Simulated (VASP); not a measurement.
Sn3Cl5, 8 atoms in the cell. It takes space group Pm-3m (No. 221, cubic). Conventional cell: a = 6.393 Å, b = 6.393 Å, c = 6.393 Å, α = 90.00°, β = 90.00°, γ = 90.00°. Sn (site symmetry 4/mmm) has 6 Cl at 3.20 Å within 4.2 Å. Within 4.2 Å of Cl (site symmetry 4/mmm) lie 4 Sn at 3.20 Å and 2 Cl at 3.20 Å. Within 4.2 Å of Cl (site symmetry m-3m) lie 6 Cl at 3.20 Å. Within 4.2 Å of Cl (site symmetry m-3m) lie 6 Sn at 3.20 Å. The cell was generated, and may not be a known phase.

```yaml
Program: VASP 6.6.1
Task: single point
Functional: PBE
Potentials_or_basis: VASP PAW PBE potentials, release 64 (Sn_d, Cl)
Cutoff: 520 eV
k_mesh: 4 × 4 × 4
Occupations: gaussian, width 0.1 eV
Spin: no spin polarisation
Dipole_correction: no
Further_INCAR_settings: ALGO = Fast; EDIFF = 1e-07; NBANDS = 48
```

Potentials or basis: VASP PAW PBE potentials, release 64 (Sn_d, Cl).

Command:

```console
$ cat potpaw_PBE.64/Sn_d/POTCAR potpaw_PBE.64/Cl/POTCAR > POTCAR
$ mpirun -np 1 vasp_std > vasp.out
```

Hardware: 1 thread of Oxide Virtual Turin-like Processor, with other jobs on the host.

Task: How long does it take, and how much memory?

Result: Wall time 6.4 min on 1 thread of Oxide Virtual Turin-like Processor, on a shared host, peak memory 0.34 GiB. Counts: scf iterations 31, k points 10.
